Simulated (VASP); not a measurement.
# AgI2 (P-4m2) in VASP: a series of runs, part 2 of 2

VASP 6.6.1.

**3. Single point, PBEsol**

This run uses another cell than the first one, of the same volume but with other edges.

Contents of INCAR:

```
SYSTEM = AgI2
ALGO = Normal
EDIFF = 1E-6
ENCUT = 520
GGA = PS
ISIF = 2
ISMEAR = 0
LASPH = .TRUE.
LCHARG = .FALSE.
LREAL = .FALSE.
LWAVE = .FALSE.
NBANDS = 20
NELM = 100
PREC = Accurate
SIGMA = 0.15
```

Contents of KPOINTS:

```
k-points
0
G
  14 14 10
  0 0 0
```

Contents of POSCAR:

```
AgI2
1.0
    3.8231468274      0.0000000000      0.0000000000
    0.0000000000      3.8231468274      0.0000000000
    0.0000000000      0.0000000000      6.9824618256
Ag I
1 2
Direct
    0.0000000000      0.0000000000      0.5000000000
    0.5000000000      0.0000000000      0.7910272650
    0.0000000000      0.5000000000      0.2089727350
```

Potentials or basis: VASP PAW PBE potentials, release 64 (Ag, I).

Launch:

```bash
cat potpaw_PBE.64/Ag/POTCAR potpaw_PBE.64/I/POTCAR > POTCAR
mpirun -np 1 vasp_std > vasp.out
```

OUTCAR:

```text
SYSTEM = AgI2
   EDIFF = 1E-6
   ENCUT = 520
   GGA = PS
   ISIF = 2
   ISMEAR = 0
   LASPH = .TRUE.
   LREAL = .FALSE.
   NELM = 100
   PREC = Accurate

 ion  position               nearest neighbor table
   1  0.000  0.000  0.500-   2 2.79   3 2.79   3 2.79   2 2.79
   2  0.500  0.000  0.791-   1 2.79   1 2.79
   3  0.000  0.500  0.209-   1 2.79   1 2.79

  LATTYP: Found a simple tetragonal cell.
 ALAT       =     3.8231468274
 C/A-ratio  =     1.8263650707

[... 744 lines left out ...]

  FORCE on cell =-STRESS in cart. coord.  units (eV):
  Direction    XX          YY          ZZ          XY          YZ          ZX
  --------------------------------------------------------------------------------------
  -------------------------------------------------------------------------------------
  Total       -0.5974140     -0.5974140     -1.3667330      0.0000000     -0.0000000      0.0000000
  in kB       -9.3785446     -9.3785446    -21.4557516      0.0000000     -0.0000000      0.0000000
  external PRESSURE =     -13.4042803 kB  Pullay stress =       0.0000000 kB

 VOLUME and BASIS-vectors are now :
 -----------------------------------------------------------------------------
  energy-cutoff  :      520.00
  volume of cell :      102.06
      direct lattice vectors                 reciprocal lattice vectors
     3.823146827  0.000000000  0.000000000     0.261564634  0.000000000  0.000000000
     0.000000000  3.823146827  0.000000000     0.000000000  0.261564634  0.000000000
     0.000000000  0.000000000  6.982461826     0.000000000  0.000000000  0.143215964

 POSITION                                       TOTAL-FORCE (eV/Angst)
 -----------------------------------------------------------------------------------
      0.00000      0.00000      3.49123        -0.000000      0.000000      0.000000
      1.91157      0.00000      5.52332         0.000000     -0.000000     -0.436048
      0.00000      1.91157      1.45914         0.000000     -0.000000      0.436048
 -----------------------------------------------------------------------------------
    total drift:                               -0.000000     -0.000000     -0.000000

  FREE ENERGIE OF THE ION-ELECTRON SYSTEM (eV)
  ---------------------------------------------------
  free  energy   TOTEN  =        -6.8316941562 eV

  energy  without entropy=       -6.7985754349  energy(sigma->0) =       -6.81513480
```

OSZICAR:

```text
N       E                     dE             d eps       ncg     rms          rms(c)
DAV:   1     0.134152331164E+03    0.13415E+03   -0.10271E+04  8640   0.103E+03
DAV:   2     0.185621503506E+00   -0.13397E+03   -0.12912E+03 10420   0.201E+02
DAV:   3    -0.704329158654E+01   -0.72289E+01   -0.71721E+01 10356   0.474E+01
DAV:   4    -0.717205884474E+01   -0.12877E+00   -0.12874E+00 11304   0.662E+00
DAV:   5    -0.717343123602E+01   -0.13724E-02   -0.13724E-02 10404   0.645E-01    0.744E+00
DAV:   6    -0.686303774946E+01    0.31039E+00   -0.22536E+00  9332   0.186E+01    0.631E+00
DAV:   7    -0.683675414201E+01    0.26284E-01   -0.27086E-01  9224   0.532E+00    0.326E+00
DAV:   8    -0.683364437978E+01    0.31098E-02   -0.40405E-02  9404   0.213E+00    0.609E-01
DAV:   9    -0.683173472028E+01    0.19097E-02   -0.13289E-02  9480   0.137E+00    0.300E-01
DAV:  10    -0.683176490492E+01   -0.30185E-04   -0.66214E-04  9960   0.170E-01    0.196E-01
DAV:  11    -0.683170926091E+01    0.55644E-04   -0.10169E-04  9388   0.979E-02    0.479E-02
DAV:  12    -0.683169225486E+01    0.17006E-04   -0.10488E-04  9916   0.113E-01    0.770E-03
DAV:  13    -0.683169402146E+01   -0.17666E-05   -0.15816E-05  9544   0.277E-02    0.151E-02
DAV:  14    -0.683169415618E+01   -0.13472E-06   -0.88108E-07  5564   0.677E-03
   1 F= -.68316942E+01 E0= -.68151348E+01  d E =-.331187E-01
```

It took 7.5 min on 1 thread of Intel Xeon 8259CL, shared host; peak memory 0.52 GiB.

What came out:

```yaml
Free_energy: -6.8317 eV
Pressure: -1.3 GPa
Largest_force: 0.436 eV/Å
Band_gap_on_the_k_mesh: zero (an odd number of electrons rules out a gap without spin polarisation)
```

Forces on the atoms (eV/Å):
```
Ag   0.000  0.000  0.000
I    0.000  0.000 -0.436
I    0.000  0.000  0.436
```

Caveat: the PAW data sets were made with another functional, which shifts forces and pressure a little; spin-orbit coupling is left out, which moves the levels of the heavy elements; this functional lacks dispersion, which binds the layers, so the pressure and a relaxed spacing across them are unreliable; an odd number of electrons without spin polarisation forces a metal; a magnetic or distorted state may lie lower.
